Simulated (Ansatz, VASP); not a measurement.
# One calculation of NaZnCl3, two programs

INCAR

```
SYSTEM = NaZnCl3
ALGO = Normal ; EDIFF = 1E-6
ENCUT = 520 ; GGA = PE
ISIF = 2 ; ISMEAR = -1
LASPH = .TRUE. ; LCHARG = .FALSE.
LREAL = .FALSE. ; LWAVE = .FALSE.
NBANDS = 28 ; NELM = 60
PREC = Accurate ; SIGMA = 0.02
```

Contents of KPOINTS:

```
k-points
0
G
  6 6 6
  0 0 0
```

The input POSCAR:

```
NaZnCl3
1.0
    5.0523545745      0.0000000000      0.0000000000
    0.0000000000      5.0523545745      0.0000000000
    0.0000000000      0.0000000000      5.0523545745
Na Zn Cl
1 1 3
Direct
    0.0000000000      0.0000000000      0.0000000000
    0.5000000000      0.5000000000      0.5000000000
    0.5000000000      0.5000000000      0.0000000000
    0.5000000000      0.0000000000      0.5000000000
    0.0000000000      0.5000000000      0.5000000000
```

Input for Ansatz:

```yaml
crystal:
  lattice:
    - [5.0523545745, 0.0, 0.0]
    - [0.0, 5.0523545745, 0.0]
    - [0.0, 0.0, 5.0523545745]
  atoms:
    - { symbol: Na, position: [0.0, 0.0, 0.0] }
    - { symbol: Zn, position: [0.5, 0.5, 0.5] }
    - { symbol: Cl, position: [0.5, 0.5, 0.0] }
    - { symbol: Cl, position: [0.5, 0.0, 0.5] }
    - { symbol: Cl, position: [0.0, 0.5, 0.5] }
kpoints:
  mp_grid: { grid: [6, 6, 6] }
  band_path:
    path: [[0.0, 0.0, 0.0], [0.0, 0.5, 0.0], [0.5, 0.5, 0.0], [0.5, 0.5, 0.5]]
    npoints: 1
hamiltonian:
  xc: pbe
scf:
  occupations: { method: fermi_dirac, width: 0.02 }
  n_extra_bands: 5
output:
  forces: true
  stress: true
  eigenvalues: true
```

Change from the starting cell: hydrostatic strain +4.0%.

Alike in both runs: task single point; functional PBE; k mesh 6 × 6 × 6; occupations fermi-dirac, width 0.02 eV; no spin polarisation.

|  | VASP | Ansatz |
| --- | --- | --- |
| version | VASP 6.6.1 | Ansatz 0.2.0 |
| potentials or method | VASP PAW PBE potentials, release 64 (Na_pv, Zn, Cl) | plane waves, PAW |
| plane-wave cutoff (eV) | 520 | 420 |
| valence electrons in the cell | 40 | 42 |

```csv
,VASP,Ansatz,Ansatz less VASP
gap on the k mesh at the Fermi level (eV),1.30,1.30,-0.004
pressure (GPa),-2.5,-2.5,+0.01
```

The functional is the same, so the differences come from potentials, cutoffs and numerics. VASP's potentials hold 40 valence electrons a cell and Ansatz's 42, so a difference there can come from the potentials and not from the codes.
